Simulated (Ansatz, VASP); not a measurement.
**PbS in VASP and in Ansatz**

```
Pb S
1.0
     2.05546   -5.81712    0.00000
     2.05546    5.81712    0.00000
     0.00000    0.00000    4.26841
Pb S
2 2
Cartesian
  2.0555 -4.3402 3.2013
  2.0555 4.3402 1.0671
  2.0555 -1.6357 3.2013
  2.0555 1.6357 1.0671
```

Alike in both runs: functional PBE; dispersion D3(BJ); k mesh 8 × 8 × 6; occupations gaussian, width 0.02 eV; no spin polarisation.

Ansatz relaxed the structure, and its values are those at the end. VASP's run is a single point on that final structure, the one shown.

|  | VASP | Ansatz |
| --- | --- | --- |
| version | VASP 6.6.1 | Ansatz 0.2.0 |
| potentials or method | VASP PAW PBE potentials, release 64 (Pb_d, S), cutoff 520 eV | scalar-relativistic, plane waves, PAW |
| valence electrons in the cell | 40 | 40 |

VASP gave:

- gap on the k mesh at the Fermi level (eV): 1.22
- least direct gap on the mesh (eV): 1.28
- pressure (GPa): -0.1

Question: What did Ansatz give for the same quantities?

Answer: gap on the k mesh at the Fermi level (eV): 1.22; least direct gap on the mesh (eV): 1.28; pressure (GPa): 0.0.

Ansatz's warnings: relaxed geometry near dispersion switch.

Neither program's run includes spin-orbit coupling.
